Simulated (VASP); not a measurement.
# PbO (P6_3mc) in VASP: single point with PBE

Aim: the single point of PbO with PBE.

Program: VASP 6.6.1. These are calculated values, not measurements. Logs are shortened: lines on timing, memory, paths and dates and some standing lists are left out, and cuts for length are marked.

**1. The cell of the first run**

It takes space group P6_3mc (No. 186, hexagonal). The conventional cell has a = 4.200 Å, b = 4.200 Å, c = 5.851 Å, α = 90.00°, β = 90.00°, γ = 120.00°. Pb (site symmetry 3m) has 4 O at 2.36 to 2.49 Å within 3.1 Å. O (site symmetry 3m) has 4 Pb at 2.36 to 2.49 Å within 3.1 Å.

**2. Single point, PBE**

Input file POSCAR:

```
PbO
1.0
    4.1996609317      0.0000000000      0.0000000000
   -2.0998304658      3.6370130541      0.0000000000
    0.0000000000      0.0000000000      5.8509445696
Pb O
2 2
Direct
    0.6666666667      0.3333333333      0.0144180024
    0.3333333333      0.6666666667      0.5144180024
    0.6666666667      0.3333333333      0.6107819976
    0.3333333333      0.6666666667      0.1107819976
```

Input file INCAR.step1:

```
PREC     = Accurate       # precision mode
ENCUT    = 520            # plane-wave cutoff, eV
EDIFF    = 1E-6           # SCF threshold, eV
ISMEAR   = 0              # smearing method
SIGMA    = 0.05           # smearing width, eV
LREAL    = F              # projectors in reciprocal space
LASPH    = T              # aspherical terms in the spheres
NELM     = 60             # most SCF steps
ALGO     = Normal         # electronic algorithm
ISIF     = 2              # what is computed and relaxed
LWAVE    = F              # write WAVECAR
LCHARG   = T              # write CHGCAR
GGA      = PE             # functional
NBANDS   = 28             # bands
```

Input file KPOINTS.step1:

```
regular mesh
0
Gamma
  10 10 6
```

Input file INCAR.step2:

```
PREC     = Accurate       # precision mode
ENCUT    = 520            # plane-wave cutoff, eV
EDIFF    = 1E-6           # SCF threshold, eV
ISMEAR   = -5             # smearing method
SIGMA    = 0.05           # smearing width, eV
LREAL    = F              # projectors in reciprocal space
LASPH    = T              # aspherical terms in the spheres
NELM     = 60             # most SCF steps
ALGO     = Normal         # electronic algorithm
ISIF     = 2              # what is computed and relaxed
LWAVE    = F              # write WAVECAR
LCHARG   = F              # write CHGCAR
GGA      = PE             # functional
LORBIT   = 10             # projections on sites
NEDOS    = 1001           # points of the DOS
ICHARG   = 11             # starting density
```

Input file KPOINTS.step2:

```
regular mesh
0
Gamma
  15 15 9
```

Potentials or basis: VASP PAW PBE potentials, release 64 (Pb_d, O).

On the command line:

```sh
$ cat potpaw_PBE.64/Pb_d/POTCAR potpaw_PBE.64/O/POTCAR > POTCAR
$ cp INCAR.step1 INCAR
$ cp KPOINTS.step1 KPOINTS
$ mpirun -np 1 vasp_std > vasp.out
$ cp INCAR.step2 INCAR
$ cp KPOINTS.step2 KPOINTS
$ mpirun -np 1 vasp_std > vasp.out
```

OUTCAR:

```text
PREC = Accurate
   ENCUT = 520
   EDIFF = 1E-6
   ISMEAR = -5
   LREAL = F
   LASPH = T
   NELM = 60
   ISIF = 2
   GGA = PE
   LORBIT = 10
   ICHARG = 11

 ion  position               nearest neighbor table
   1  0.667  0.333  0.014-   3 2.36   4 2.49   4 2.49   4 2.49   2 3.80   2 3.80   2 3.80   2 3.80
                             2 3.80   2 3.80
   2  0.333  0.667  0.514-   4 2.36   3 2.49   3 2.49   3 2.49   1 3.80   1 3.80   1 3.80   1 3.80
                             1 3.80   1 3.80
   3  0.667  0.333  0.611-   1 2.36   2 2.49   2 2.49   2 2.49
   4  0.333  0.667  0.111-   2 2.36   1 2.49   1 2.49   1 2.49

  LATTYP: Found a hexagonal cell.
 ALAT       =     4.1996609317
 C/A-ratio  =     1.3931945137

  Lattice vectors:

 A1 = (   4.1996609317,   0.0000000000,   0.0000000000)
 A2 = (  -2.0998304658,   3.6370130541,   0.0000000000)
 A3 = (   0.0000000000,   0.0000000000,   5.8509445696)

Analysis of symmetry for initial positions (statically):
=====================================================================
 Subroutine PRICEL returns:
 Original cell was already a primitive cell.

 Routine SETGRP: Setting up the symmetry group for a
 hexagonal supercell.

 Subroutine GETGRP returns: Found 12 space group operations
 (whereof  6 operations were pure point group operations)
 out of a pool of 24 trial point group operations.

The static configuration has the point symmetry C_3v.
 The point group associated with its full space group is C_6v.

Analysis of symmetry for dynamics (positions and initial velocities):
=====================================================================
 Subroutine PRICEL returns:
 Original cell was already a primitive cell.

 Routine SETGRP: Setting up the symmetry group for a
 hexagonal supercell.

 Subroutine GETGRP returns: Found 12 space group operations
 (whereof  6 operations were pure point group operations)
 out of a pool of 24 trial point group operations.

The dynamic configuration has the point symmetry C_3v.
 The point group associated with its full space group is C_6v.

 Subroutine INISYM returns: Found 12 space group operations
 (whereof  6 operations are pure point group operations),
 and found     1 'primitive' translations

----------------------------------------------------------------------------------------

                                     Primitive cell

  volume of cell :      89.3686

  direct lattice vectors                    reciprocal lattice vectors
[... 102 lines left out ...]
   TEBEG  =    0.0;   TEEND  =   0.0 temperature during run
   PSTRESS=    0.0 pullay stress
   NELECT =      40.0000    total number of electrons
   NUPDOWN=      -1.0000    fix difference up-down
   EMIN   =  10.00;   EMAX   =-10.00  energy-range for DOS
   EFERMI =   0.00;   METHOD = LEGACY
   ISMEAR =    -5;   SIGMA  =   0.05  broadening in eV -4-tet -1-fermi 0-gaus
   EFERMI_NEDOS =   21; number of points for ismear=-14 and -15
   IALGO  =     38    algorithm
   IMIX   =      4    mixing-type and parameters
     AMIX     =   0.40;   BMIX     =  1.00
     AMIX_MAG =   1.60;   BMIX_MAG =  1.00
  volume/ion in A,a.u.               =      22.34       150.77
  Fermi-wavevector in a.u.,A,eV,Ry     =   1.252275  2.366457 21.336566  1.568193
  Thomas-Fermi vector in A             =   2.386183
   LORBIT       =     10    0 simple, 1 ext, 2 COOP (PROOUT), +10 PAW based schemes
   GGA     = PE    functional components
   LHFCALC =     F    Hartree Fock is set to
   AEXX    =    0.0000 exact exchange contribution
   IVDW    =     0    specifies the selected vdW correction
   LEPSILON=     F    determine dielectric tensor
   LRPA    =     F    only Hartree local field effects (RPA)
 non-spin polarized calculation
 Fermi weights with tetrahedron method with Bloechl corrections
  energy-cutoff  :      520.00
  volume of cell :       89.37
 maximum number of plane-waves:      2439
 NGX is ok and might be reduce to    32

 number of electron      40.0000005 magnetization

 Free energy of the ion-electron system (eV)
  ---------------------------------------------------
  ext. energy  EPLUGINS =         0.00000000
  ---------------------------------------------------
  free energy    TOTEN  =       -20.88995726 eV

  energy without entropy =      -20.88995726  energy(sigma->0) =      -20.88995726

 E-fermi :   4.1544     XC(G=0):  -9.2396

 val. band max:        4.1515655631   @ k =   0.3333   0.2667   0.2222
 cond. band min:       6.0689074822   @ k =   0.4667   0.0000   0.4444
 fundamental gap:      1.9173419191
 Fermi energy:         4.1544167823

 k-point     1 :       0.0000    0.0000    0.0000
  band No.  band energies     occupation
      1     -13.3267      2.00000
      2     -13.1030      2.00000
      3     -11.8827      2.00000
      4     -11.8827      2.00000
      5     -11.8576      2.00000
      6     -11.8576      2.00000
[... 637 lines left out ...]
     23       8.8192      0.00000
     24       8.9354      0.00000

 [... further k-points ...]

------------------------ aborting loop because EDIFF is reached ----------------------------------------

  FORCE on cell =-STRESS in cart. coord.  units (eV):
  Direction    XX          YY          ZZ          XY          YZ          ZX
  --------------------------------------------------------------------------------------
  -------------------------------------------------------------------------------------
  Total       -0.0180071     -0.0180071      0.0077414     -0.0000000     -0.0000000      0.0000000
  in kB       -0.3228264     -0.3228264      0.1387852     -0.0000000     -0.0000000      0.0000000
  external PRESSURE =      -0.1689559 kB  Pullay stress =       0.0000000 kB

 VOLUME and BASIS-vectors are now :
 -----------------------------------------------------------------------------
  energy-cutoff  :      520.00
  volume of cell :       89.37
      direct lattice vectors                 reciprocal lattice vectors
     4.199660932  0.000000000  0.000000000     0.238114461  0.137475448  0.000000000
    -2.099830466  3.637013054  0.000000000     0.000000000  0.274950897  0.000000000
     0.000000000  0.000000000  5.850944570     0.000000000  0.000000000  0.170912575

 POSITION                                       TOTAL-FORCE (eV/Angst)
 -----------------------------------------------------------------------------------
      2.09983      1.21234      0.08436        -0.000000     -0.000000      0.012860
     -0.00000      2.42468      3.00983         0.000000      0.000000      0.012860
      2.09983      1.21234      3.57365         0.000000      0.000000     -0.012860
     -0.00000      2.42468      0.64818        -0.000000      0.000000     -0.012860
 -----------------------------------------------------------------------------------
    total drift:                                0.000000      0.000000     -0.000662

  FREE ENERGIE OF THE ION-ELECTRON SYSTEM (eV)
  ---------------------------------------------------
  free  energy   TOTEN  =       -20.8899572615 eV

  energy  without entropy=      -20.8899572615  energy(sigma->0) =      -20.88995726

 total charge

# of ion       s       p       d       tot
------------------------------------------
    1        1.475   0.505   9.852  11.832
    2        1.475   0.505   9.852  11.832
    3        1.593   3.300   0.000   4.892
    4        1.593   3.300   0.000   4.892
--------------------------------------------------
tot          6.135   7.609  19.704  33.448
```

OUTCAR.step1:

```text
PREC = Accurate
   ENCUT = 520
   EDIFF = 1E-6
   ISMEAR = 0
   LREAL = F
[... 978 lines left out ...]
      2.09983      1.21234      0.08436        -0.000000      0.000000      0.012640
     -0.00000      2.42468      3.00983         0.000000      0.000000      0.012640
      2.09983      1.21234      3.57365         0.000000      0.000000     -0.012640
     -0.00000      2.42468      0.64818        -0.000000      0.000000     -0.012640
 -----------------------------------------------------------------------------------
    total drift:                                0.000000      0.000000     -0.001408

  FREE ENERGIE OF THE ION-ELECTRON SYSTEM (eV)
  ---------------------------------------------------
  free  energy   TOTEN  =       -20.8902112097 eV

  energy  without entropy=      -20.8902112097  energy(sigma->0) =      -20.89021121
```

OSZICAR.step1:

```text
N       E                     dE             d eps       ncg     rms          rms(c)
DAV:   1     0.478335502354E+03    0.47834E+03   -0.19930E+04  3136   0.165E+03
DAV:   2     0.402121883576E+02   -0.43812E+03   -0.42114E+03  3240   0.445E+02
DAV:   3    -0.228205178643E+02   -0.63033E+02   -0.61275E+02  4036   0.183E+02
DAV:   4    -0.257564290357E+02   -0.29359E+01   -0.29267E+01  3600   0.423E+01
DAV:   5    -0.258535093397E+02   -0.97080E-01   -0.97059E-01  3704   0.812E+00    0.127E+01
DAV:   6    -0.214951548744E+02    0.43584E+01   -0.28291E+01  4788   0.361E+01    0.754E+00
DAV:   7    -0.209257150362E+02    0.56944E+00   -0.48861E+00  4092   0.156E+01    0.239E+00
DAV:   8    -0.208937102595E+02    0.32005E-01   -0.72759E-01  3628   0.609E+00    0.898E-01
DAV:   9    -0.208877340903E+02    0.59762E-02   -0.30181E-02  4220   0.129E+00    0.293E-01
DAV:  10    -0.208903379244E+02   -0.26038E-02   -0.70033E-03  3608   0.504E-01    0.163E-01
DAV:  11    -0.208901614755E+02    0.17645E-03   -0.79292E-04  4052   0.177E-01    0.417E-02
DAV:  12    -0.208902050645E+02   -0.43589E-04   -0.13539E-04  3276   0.647E-02    0.107E-02
DAV:  13    -0.208902101614E+02   -0.50969E-05   -0.22885E-05  3964   0.398E-02    0.235E-03
DAV:  14    -0.208902113323E+02   -0.11710E-05   -0.26834E-06  2940   0.186E-02    0.134E-03
DAV:  15    -0.208902112097E+02    0.12266E-06   -0.30843E-07  2172   0.664E-03
   1 F= -.20890211E+02 E0= -.20890211E+02  d E =-.268305E-14
```

Wall time 8.1 min (1 thread of AMD EPYC 7R13, shared host); peak memory 0.35 GiB.

Results:

| Item | Value |
| --- | --- |
| Valence electrons inside the program's atomic spheres | Pb 11.83; O 4.89 |

Levels at points of the mesh, in eV from the valence-band top:
| k point | band 18 | band 19 | band 20 | band 21 | band 22 | band 23 |
| --- | --- | --- | --- | --- | --- | --- |
| (0.00, 0.00, 0.00) | -1.95 | -1.95 | -1.92 | 3.61 | 4.77 | 4.77 |

Caveat: spin-orbit coupling is left out, which moves the levels of the heavy elements.
